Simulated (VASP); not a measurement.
# Rh (Fm-3m) in VASP: further runs, part 2 of 2

VASP 6.6.1.

## 4. Single point, PBE

This run uses another cell than the first one, of 14.34 Å³/atom, 1.020 times its volume.

Contents of INCAR:

```
PREC = Accurate
ENCUT = 520
EDIFF = 1E-6
ISMEAR = -1
SIGMA = 0.06122561905347299
LREAL = F
LASPH = T
NELM = 80
ALGO = Normal
ISIF = 2
LWAVE = F
LCHARG = F
GGA = PE
NBANDS = 14
```

Contents of KPOINTS:

```
Automatic mesh
0
Gamma
  17 17 17
```

Contents of POSCAR:

```
Rh
1.0
    0.0000000000      1.9281314624      1.9281314624
    1.9281314624      0.0000000000      1.9281314624
    1.9281314624      1.9281314624      0.0000000000
Rh
1
Direct
    0.0000000000      0.0000000000      0.0000000000
```

Potentials or basis: VASP PAW PBE potentials, release 64 (Rh_pv).

On the command line:

```bash
$ cat potpaw_PBE.64/Rh_pv/POTCAR > POTCAR
$ mpirun -np 1 vasp_std > vasp.out
```

OUTCAR:

```text
PREC = Accurate
   ENCUT = 520
   EDIFF = 1E-6
   ISMEAR = -1
   LREAL = F
   LASPH = T
   NELM = 80
   ISIF = 2
   GGA = PE

 ion  position               nearest neighbor table
   1  0.000  0.000  0.000-

  LATTYP: Found a face centered cubic cell.
 ALAT       =     3.8562629248

  Lattice vectors:

 A1 = (   0.0000000000,   1.9281314624,   1.9281314624)
 A2 = (   1.9281314624,   0.0000000000,   1.9281314624)
 A3 = (   1.9281314624,   1.9281314624,   0.0000000000)

Analysis of symmetry for initial positions (statically):
=====================================================================
 Subroutine PRICEL returns:
 Original cell was already a primitive cell.

 Routine SETGRP: Setting up the symmetry group for a
 face centered cubic supercell.

 Subroutine GETGRP returns: Found 48 space group operations
 (whereof 48 operations were pure point group operations)
 out of a pool of 48 trial point group operations.

The static configuration has the point symmetry O_h .

Analysis of symmetry for dynamics (positions and initial velocities):
=====================================================================
 Subroutine PRICEL returns:
 Original cell was already a primitive cell.
[... 168 lines left out ...]
      7       8.2699      2.00000
      8      10.2216      2.00000
      9      10.2216      2.00000
     10      27.1680      0.00000
     11      31.8135      0.00000
     12      32.3930      0.00000
     13      32.3930      0.00000
     14      32.3930      0.00000
[... 377 lines left out ...]
      1     -35.2751      2.00000
      2     -35.1850      2.00000
      3     -35.1636      2.00000
      4       4.3015      2.00000
      5       7.9367      2.00000
      6       8.5453      2.00000
      7       8.5797      2.00000
      8       9.9313      2.00000
      9      10.2961      2.00000
     10      28.1468      0.00000
     11      29.4552      0.00000
     12      31.8148      0.00000
     13      32.6021      0.00000
     14      33.9761      0.00000

 [... further k-points ...]

------------------------ aborting loop because EDIFF is reached ----------------------------------------

  FORCE on cell =-STRESS in cart. coord.  units (eV):
  Direction    XX          YY          ZZ          XY          YZ          ZX
  --------------------------------------------------------------------------------------
  -------------------------------------------------------------------------------------
  Total       -0.4388786     -0.4388786     -0.4388786      0.0000000      0.0000000      0.0000000
  in kB      -49.0472919    -49.0472919    -49.0472919      0.0000000      0.0000000      0.0000000
  external PRESSURE =     -49.0472919 kB  Pullay stress =       0.0000000 kB

 VOLUME and BASIS-vectors are now :
 -----------------------------------------------------------------------------
  energy-cutoff  :      520.00
  volume of cell :       14.34
      direct lattice vectors                 reciprocal lattice vectors
     0.000000000  1.928131462  1.928131462    -0.259318418  0.259318418  0.259318418
     1.928131462  0.000000000  1.928131462     0.259318418 -0.259318418  0.259318418
     1.928131462  1.928131462  0.000000000     0.259318418  0.259318418 -0.259318418

 POSITION                                       TOTAL-FORCE (eV/Angst)
 -----------------------------------------------------------------------------------
      0.00000      0.00000      0.00000        -0.000000     -0.000000      0.000000
 -----------------------------------------------------------------------------------
    total drift:                                0.000000      0.000000      0.000000

  FREE ENERGIE OF THE ION-ELECTRON SYSTEM (eV)
  ---------------------------------------------------
  free  energy   TOTEN  =        -7.2636062788 eV

  energy  without entropy=       -7.2481921326  energy(sigma->0) =       -7.25589921
```

OSZICAR:

```text
N       E                     dE             d eps       ncg     rms          rms(c)
DAV:   1     0.119359934743E+03    0.11936E+03   -0.87515E+03  4656   0.114E+03
DAV:   2    -0.617299577750E+01   -0.12553E+03   -0.11986E+03  5070   0.338E+02
DAV:   3    -0.776062482354E+01   -0.15876E+01   -0.15845E+01  5574   0.417E+01
DAV:   4    -0.776680723950E+01   -0.61824E-02   -0.61819E-02  5328   0.267E+00
DAV:   5    -0.776686510556E+01   -0.57866E-04   -0.57865E-04  5628   0.228E-01    0.913E+00
DAV:   6    -0.727918975453E+01    0.48768E+00   -0.84862E-01  4986   0.127E+01    0.307E+00
DAV:   7    -0.726680204430E+01    0.12388E-01   -0.17661E-02  5400   0.137E+00    0.152E+00
DAV:   8    -0.726369373680E+01    0.31083E-02   -0.29772E-03  5010   0.726E-01    0.134E-01
DAV:   9    -0.726360455937E+01    0.89177E-04   -0.85963E-05  4944   0.128E-01    0.111E-02
DAV:  10    -0.726360624620E+01   -0.16868E-05   -0.33851E-06  5340   0.223E-02    0.222E-03
DAV:  11    -0.726360627878E+01   -0.32580E-07   -0.23208E-07  2430   0.661E-03
   1 F= -.72636063E+01 E0= -.72558992E+01  d E =-.154141E-01
```

Run time: 9.8 s. Hardware: 1 thread of Intel Xeon 6975P-C (Granite Rapids), shared host; peak memory 0.14 GiB.

What came out:

```
Free energy : -7.2636 eV
Pressure    : -4.9 GPa
```

Levels at points of the mesh, in eV from the Fermi level:
| k point | band 3 | band 4 | band 5 | band 6 | band 7 | band 8 | band 9 | band 10 | band 11 | band 12 |
| --- | --- | --- | --- | --- | --- | --- | --- | --- | --- | --- |
| (0.00, 0.00, 0.00) | -46.30 | -7.65 | -2.88 | -2.88 | -2.88 | -0.93 | -0.93 | 16.02 | 20.66 | 21.24 |

## 5. Single point, PBE

This run uses another cell than the first one, of 14.62 Å³/atom, 1.040 times its volume.

Contents of INCAR:

```
SYSTEM = Rh
PREC = Accurate ; ENCUT = 520
EDIFF = 1E-7 ; ISMEAR = -1
SIGMA = 0.06122561905347299 ; LREAL = .False.
LASPH = .True. ; NELM = 100
ALGO = Normal ; ISIF = 2
LWAVE = .False. ; LCHARG = .False.
GGA = PE ; NBANDS = 14
```

Contents of KPOINTS:

```
Automatic mesh
0
Gamma
  17 17 17
  0 0 0
```

Contents of POSCAR:

```
Rh
1.0
    0.0000000000      1.9406521474      1.9406521474
    1.9406521474      0.0000000000      1.9406521474
    1.9406521474      1.9406521474      0.0000000000
Rh
1
Direct
    0.0000000000      0.0000000000      0.0000000000
```

On the command line:

```bash
$ cat potpaw_PBE.64/Rh_pv/POTCAR > POTCAR
$ mpirun -np 1 vasp_std > vasp.out
```

It took 10 s on 1 thread of Intel Xeon 6975P-C (Granite Rapids), shared host; peak memory 0.14 GiB.

It converged, with:

* Free energy: -7.2514 eV
* Pressure: -9.2 GPa

Levels at points of the mesh, in eV from the Fermi level:
| k point | band 4 | band 5 | band 6 | band 7 | band 8 | band 9 | band 10 | band 11 |
| --- | --- | --- | --- | --- | --- | --- | --- | --- |
| (0.00, 0.00, 0.00) | -7.51 | -2.79 | -2.79 | -2.79 | -0.90 | -0.90 | 16.02 | 20.72 |

## 6. Single point, PBE

This run uses another cell than the first one, of 14.62 Å³/atom, 1.040 times its volume.

Contents of INCAR:

```
PREC = Accurate ; ENCUT = 520
EDIFF = 1E-6 ; ISMEAR = -1
SIGMA = 0.06122561905347299 ; LREAL = False
LASPH = True ; NELM = 60
ALGO = Normal ; ISIF = 2
LWAVE = False ; LCHARG = False
GGA = PE ; NBANDS = 14
```

Contents of KPOINTS:

```
Automatic mesh
0
Gamma
  17 17 17
```

POSCAR is that of step 5.

Potentials or basis: VASP PAW PBE potentials, release 64 (Rh_pv).

On the command line:

```bash
$ cat potpaw_PBE.64/Rh_pv/POTCAR > POTCAR
$ mpirun -np 1 vasp_std > vasp.out
```

OUTCAR:

```text
PREC = Accurate
   ENCUT = 520
   EDIFF = 1E-6
   ISMEAR = -1
   LREAL = False
   LASPH = True
   NELM = 60
   ISIF = 2
   GGA = PE

 ion  position               nearest neighbor table
   1  0.000  0.000  0.000-

  LATTYP: Found a face centered cubic cell.
 ALAT       =     3.8813042948

  Lattice vectors:

 A1 = (   0.0000000000,   1.9406521474,   1.9406521474)
 A2 = (   1.9406521474,   0.0000000000,   1.9406521474)
[... 584 lines left out ...]
     12      31.5344      0.00000
     13      32.1122      0.00000
     14      33.4968      0.00000

 [... further k-points ...]

------------------------ aborting loop because EDIFF is reached ----------------------------------------

  FORCE on cell =-STRESS in cart. coord.  units (eV):
  Direction    XX          YY          ZZ          XY          YZ          ZX
  --------------------------------------------------------------------------------------
  -------------------------------------------------------------------------------------
  Total       -0.8349740     -0.8349740     -0.8349740      0.0000000     -0.0000000      0.0000000
  in kB      -91.5188285    -91.5188285    -91.5188285      0.0000000     -0.0000000      0.0000000
  external PRESSURE =     -91.5188285 kB  Pullay stress =       0.0000000 kB

 VOLUME and BASIS-vectors are now :
 -----------------------------------------------------------------------------
  energy-cutoff  :      520.00
  volume of cell :       14.62
      direct lattice vectors                 reciprocal lattice vectors
     0.000000000  1.940652147  1.940652147    -0.257645349  0.257645349  0.257645349
     1.940652147  0.000000000  1.940652147     0.257645349 -0.257645349  0.257645349
     1.940652147  1.940652147  0.000000000     0.257645349  0.257645349 -0.257645349

 POSITION                                       TOTAL-FORCE (eV/Angst)
 -----------------------------------------------------------------------------------
      0.00000      0.00000      0.00000        -0.000000      0.000000      0.000000
 -----------------------------------------------------------------------------------
    total drift:                                0.000000     -0.000000      0.000000

  FREE ENERGIE OF THE ION-ELECTRON SYSTEM (eV)
  ---------------------------------------------------
  free  energy   TOTEN  =        -7.2513883453 eV

  energy  without entropy=       -7.2353092012  energy(sigma->0) =       -7.24334877
```

OSZICAR:

```text
N       E                     dE             d eps       ncg     rms          rms(c)
DAV:   1     0.122036433003E+03    0.12204E+03   -0.88110E+03  4640   0.114E+03
DAV:   2    -0.614644510016E+01   -0.12818E+03   -0.12254E+03  5010   0.340E+02
DAV:   3    -0.774984550006E+01   -0.16034E+01   -0.16005E+01  5580   0.419E+01
DAV:   4    -0.775612026040E+01   -0.62748E-02   -0.62746E-02  5346   0.269E+00
DAV:   5    -0.775617903348E+01   -0.58773E-04   -0.58773E-04  5582   0.230E-01    0.870E+00
DAV:   6    -0.726536263171E+01    0.49082E+00   -0.87594E-01  5028   0.128E+01    0.287E+00
DAV:   7    -0.725445072672E+01    0.10912E-01   -0.16761E-02  5382   0.127E+00    0.146E+00
DAV:   8    -0.725145928294E+01    0.29914E-02   -0.27670E-03  5058   0.699E-01    0.114E-01
DAV:   9    -0.725138656724E+01    0.72716E-04   -0.76048E-05  4992   0.119E-01    0.112E-02
DAV:  10    -0.725138836789E+01   -0.18007E-05   -0.34654E-06  5388   0.223E-02    0.203E-03
DAV:  11    -0.725138834532E+01    0.22573E-07   -0.19606E-07  2472   0.600E-03
   1 F= -.72513883E+01 E0= -.72433488E+01  d E =-.160791E-01
```

stdout:

```text
POSCAR found type information on POSCAR Rh
 POSCAR found :  1 types and       1 ions
 scaLAPACK will be used
 LDA part: xc-table for (Slater+PW92), standard interpolation
 POSCAR, INCAR and KPOINTS ok, starting setup
 FFT: planning ... GRIDC
 FFT: planning ... GRID_SOFT
 FFT: planning ... GRID
 WAVECAR not read
 entering main loop
```

Wall time 9.7 s (1 thread of Intel Xeon 6975P-C (Granite Rapids), shared host); peak memory 0.14 GiB.

Results:

| Quantity | Value |
| --- | --- |
| Free energy | -7.2514 eV |
| Pressure | -9.2 GPa |

## 7. The runs side by side

```csv
cell,gap on the mesh (eV),pressure (GPa)
"a = 2.709 Å, angles 60.0°, 1 atom",none,-0.1
"a = 2.727 Å, angles 60.0°, 1 atom",none,-4.9
"a = 2.744 Å, angles 60.0°, 1 atom",none,-9.2
```

Alike in all rows: task single point; level PBE; potentials or basis VASP PAW PBE potentials, release 64 (Rh_pv); no spin polarisation; k mesh 17 × 17 × 17; cutoff (eV) 520; smearing fermi-dirac 0.0612256 eV.

Total energies depend on the potentials used, so only differences within one code and one set of settings carry meaning.
